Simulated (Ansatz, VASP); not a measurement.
## One calculation of PPt, two programs

```xyz
4
Lattice="3.7430 0.0000 0.0000 -1.8715 3.2416 0.0000 0.0000 0.0000 6.3537" Properties=species:S:1:pos:R:3 pbc="T T T"
Pt    0.0000    2.1610    2.3630
Pt    1.8715    1.0805    5.5398
P     0.0000    2.1610    0.0197
P     1.8715    1.0805    3.1966
```

Alike in both runs: task relaxation of cell and atoms; functional PBE; k mesh 8 × 8 × 4; occupations fermi-dirac, width 0.05 eV; no spin polarisation.

|  | VASP | Ansatz |
| --- | --- | --- |
| version | VASP 6.6.1 | Ansatz 0.2.0 |
| potentials or method | VASP PAW PBE potentials, release 64 (Pt, P) | Ansatz PAW |
| plane-wave cutoff (eV) | 600 | 420 |
| valence electrons in the cell | 30 | 46 |

VASP gave:

- gap on the k mesh at the Fermi level, each at its own relaxed structure (eV): none
- relaxed volume (Å³/atom): 19.14
- relaxed cell length with the largest relative difference (Å): 3.675

Problem. Which values does Ansatz return?

Solution. gap on the k mesh at the Fermi level, each at its own relaxed structure (eV): none; relaxed volume (Å³/atom): 19.17; relaxed cell length with the largest relative difference (Å): 3.678.

A gap of «none» marks a metal or a gap that the smearing closes. VASP's potentials hold 30 valence electrons a cell and Ansatz's 46, so a difference there can come from the potentials and not from the codes.

Neither program's run includes spin-orbit coupling. Noted on Ansatz's run: the plane-wave basis is chosen anew once the cell has moved, so the energies of steps on either side of that aren't comparable.
